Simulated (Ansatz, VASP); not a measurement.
## Two plane-wave programs on SiNi3

INCAR

```
SYSTEM = SiNi3
PREC = Accurate ; ENCUT = 520
EDIFF = 1E-6 ; ISMEAR = 0
SIGMA = 0.1 ; LREAL = .FALSE.
LASPH = .TRUE. ; NELM = 100
ALGO = Fast ; ISIF = 2
LWAVE = .FALSE. ; LCHARG = .FALSE.
GGA = PE ; NBANDS = 25
```

KPOINTS

```
regular mesh
0
G
  12 12 12
  0 0 0
```

POSCAR

```
SiNi3
1.0
    3.5409853156      0.0000000000      0.0000000000
    0.0000000000      3.5409853156      0.0000000000
    0.0000000000      0.0000000000      3.5409853156
Si Ni
1 3
Direct
    0.0000000000      0.0000000000      0.0000000000
    0.0000000000      0.5000000000      0.5000000000
    0.5000000000      0.0000000000      0.5000000000
    0.5000000000      0.5000000000      0.0000000000
```

Input for Ansatz:

```yaml
crystal:
  lattice:
    - [3.5409853196, 0.0, 0.0]
    - [0.0, 3.5409853196, 0.0]
    - [0.0, 0.0, 3.5409853196]
  atoms:
    - { symbol: Si, position: [0.0, 0.0, 0.0] }
    - { symbol: Ni, position: [0.0, 0.5, 0.5] }
    - { symbol: Ni, position: [0.5, 0.0, 0.5] }
    - { symbol: Ni, position: [0.5, 0.5, 0.0] }
basis:
  ecutwfc: 420
kpoints:
  mp_grid: { grid: [12, 12, 12] }
hamiltonian:
  xc: pbe
scf:
  occupations: { method: gaussian, width: 0.1 }
output:
  forces: true
  stress: true
  eigenvalues: true
```

Alike in both runs: task single point; functional PBE; k mesh 12 × 12 × 12; occupations gaussian, width 0.1 eV; no spin polarisation.

|  | VASP | Ansatz |
| --- | --- | --- |
| version | VASP 6.6.1 | Ansatz 0.2.0 |
| potentials or method | VASP PAW PBE potentials, release 64 (Si, Ni), cutoff 520 eV | scalar-relativistic, plane waves, PAW |
| valence electrons in the cell | 34 | 58 |

Ansatz gave:

```
gap on the k mesh at the Fermi level (eV) : none
pressure (GPa)                            : -5.9
```

**Question.** Which values does VASP return?

**Answer.** gap on the k mesh at the Fermi level (eV): none; pressure (GPa): -5.8.

A gap of «none» marks a metal or a gap that the smearing closes. With one functional, cell and mesh, what is left measures potentials, basis and numerics. VASP's potentials hold 34 valence electrons a cell and Ansatz's 58, so a difference there can come from the potentials and not from the codes.
